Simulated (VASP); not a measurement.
BP:

```
CELL_PARAMETERS angstrom
0.00000 2.29100 2.25914
2.29100 0.00000 2.25914
2.29100 2.29100 0.00000
ATOMIC_POSITIONS crystal
B 0.00000 0.00000 0.00000
P 0.25000 0.25000 0.25000
```

This cell differs from its parent crystal: epitaxial xy strain +1.0%.

Base run:

```yaml
Program: VASP 6.6.1
Functional: PBE
Potentials_or_basis: VASP PAW PBE potentials, release 64 (B, P)
Cutoff: 520 eV
k_mesh: 10 × 10 × 10
Occupations: fermi-dirac, width 0.02 eV
Spin: no spin polarisation
```

Its results: band gap on the k mesh 1.05 eV, indirect (least direct gap 3.24 eV); pressure -1.5 GPa.

The run is repeated on the same cell with these changes: k mesh from 10 × 10 × 10 to 6 × 6 × 6; occupations from fermi-dirac, width 0.02 eV to gaussian, width 0.01 eV. What comes out?

Band gap on the k mesh 1.17 eV, indirect (least direct gap 3.23 eV); pressure -1.4 GPa.

A k mesh can miss the band edges.
